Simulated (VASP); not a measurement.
A run of VASP 6.6.1 is set up as follows.

INCAR

```
PREC     = Accurate       # precision mode
ENCUT    = 600            # plane-wave cutoff, eV
EDIFF    = 1E-6           # SCF threshold, eV
ISMEAR   = 0              # smearing method
SIGMA    = 0.05           # smearing width, eV
LREAL    = F              # projectors in reciprocal space
LASPH    = T              # aspherical terms in the spheres
NELM     = 120            # most SCF steps
ALGO     = Normal         # electronic algorithm
ISIF     = 2              # what is computed and relaxed
LWAVE    = F              # write WAVECAR
LCHARG   = T              # write CHGCAR
GGA      = B5             # functional
ALDAX    = 1.0          
AGGAX    = 1.0          
AGGAC    = 1.0          
ALDAC    = 0.0          
LELF     = T              # ELF
LVHAR    = T            
NBANDS   = 37             # bands
GGA_COMPAT= F
```

File KPOINTS:

```
Automatic mesh
0
Gamma
  6 6 6
```

The input POSCAR:

```
Ag2O
1.0
    4.7306105260      0.0000000000      0.0000000000
    0.0000000000      4.7306105260      0.0000000000
    0.0000000000      0.0000000000      4.7306105260
Ag O
4 2
Direct
    0.7500000000      0.7500000000      0.7500000000
    0.7500000000      0.2500000000      0.2500000000
    0.2500000000      0.2500000000      0.7500000000
    0.2500000000      0.7500000000      0.2500000000
    0.0000000000      0.0000000000      0.0000000000
    0.5000000000      0.5000000000      0.5000000000
```

Potentials or basis: VASP PAW PBE potentials, release 64 (Ag, O).

Launch:

```bash
$ cat potpaw_PBE.64/Ag/POTCAR potpaw_PBE.64/O/POTCAR > POTCAR
$ mpirun -np 1 vasp_std > vasp.out
```

(1) Predict the band gap on the k mesh.

(2) What does it give for the pressure?

Answers

(1) 0.14 eV.

(2) 8.7 GPa.

Caveat: the cell stands under pressure; the PAW data sets were made with another functional, which shifts forces and pressure a little.
